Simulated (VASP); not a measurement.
Crystal: Rh.

```
CELL_PARAMETERS angstrom
2.73098 0.00000 0.00000
-1.36549 2.36510 0.00000
0.00000 0.00000 4.42849
ATOMIC_POSITIONS crystal
Rh 0.66667 0.33333 0.75000
Rh 0.33333 0.66667 0.25000
```

This isn't the form of Rh at room conditions, which is fcc.

- Program: VASP 6.6.1
- Task: relaxation of cell and atoms
- Functional: PBEsol
- Potentials or basis: VASP PAW PBE potentials, release 64 (Rh_pv)
- Cutoff: 500 eV
- k mesh: 9 × 9 × 5
- Occupations: gaussian, width 0.05 eV
- Spin: no spin polarisation

At the start: pressure -13.8 GPa; volume 14.30 Å³/atom.

Where does the relaxation end?

Over 7 steps the energy falls by 34.2 meV/atom and the volume is 13.55 Å³/atom (-5.2 %); space group P6_3/mmc (No. 194, to 0.1 Å) before and after.

Step by step:
```csv
step,energy change (eV),largest force (eV/Å),pressure (GPa),volume (Å³)
1,0.0000,0.0000,-13.80,28.60
2,0.4077,0.0000,52.76,23.80
3,-0.0682,0.0000,-0.74,27.17
4,-0.0684,0.0000,-0.14,27.11
5,-0.0684,0.0000,0.18,27.08
6,-0.0684,0.0000,-0.38,27.13
7,-0.0684,0.0000,-0.09,27.10
```

Final structure:
```
Rh
1.0
     2.68164    0.00000    0.00000
    -1.34082    2.32237    0.00000
     0.00000    0.00000    4.35227
Rh
2
Cartesian
  1.3408 0.7741 3.2642
  0.0000 1.5482 1.0881
```

Caveat: the PAW data sets were made with another functional, which shifts forces and pressure a little.
